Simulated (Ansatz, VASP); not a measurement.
## One calculation of Zn, two programs

```
Zn
1.0
    -1.72217    1.72217    1.30659
     1.72217   -1.72217    1.30659
     1.72217    1.72217   -1.30659
Zn
1
Direct
  0.00000 0.00000 0.00000
```

Alike in both runs: functional PBE; k mesh 26 × 26 × 26; occupations gaussian, width 0.1 eV; no spin polarisation.

Ansatz relaxed the structure, and its values are those at the end. VASP's run is a single point on that final structure, the one shown.

```csv
,VASP,Ansatz
version,VASP 6.6.1,Ansatz 0.2.0
potentials or method,"VASP PAW PBE potentials, release 64 (Zn), cutoff 520 eV","scalar-relativistic, plane waves, PAW"
valence electrons in the cell,12,12
```

|  | VASP | Ansatz | Ansatz less VASP |
| --- | --- | --- | --- |
| gap on the k mesh at the Fermi level (eV) | none | none | - |
| pressure (GPa) | 0.2 | 0.0 | -0.28 |

A gap of «none» marks a metal or a gap that the smearing closes.
